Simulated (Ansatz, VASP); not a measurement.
**Ag: VASP beside Ansatz**

```xyz
1
Lattice="0.0000 2.0738 2.0738 2.0738 0.0000 2.0738 2.0738 2.0738 0.0000" Properties=species:S:1:pos:R:3 pbc="T T T"
Ag    0.0000    0.0000    0.0000
```

Alike in both runs: functional PBE; k mesh 22 × 22 × 22; occupations gaussian, width 0.1 eV; no spin polarisation.

Ansatz relaxed the structure, and its values are those at the end. VASP's run is a single point on that final structure, the one shown.

```csv
,VASP,Ansatz
version,VASP 6.6.1,Ansatz 0.2.0
potentials or method,"VASP PAW PBE potentials, release 64 (Ag), cutoff 520 eV","scalar-relativistic, plane waves, PAW"
valence electrons in the cell,11,19
```

```csv
,VASP,Ansatz,Ansatz less VASP
gap on the k mesh at the Fermi level (eV),none,none,-
pressure (GPa),-0.1,0.0,+0.12
```

A gap of «none» marks a metal or a gap that the smearing closes. VASP's potentials hold 11 valence electrons a cell and Ansatz's 19, so a difference there can come from the potentials and not from the codes.
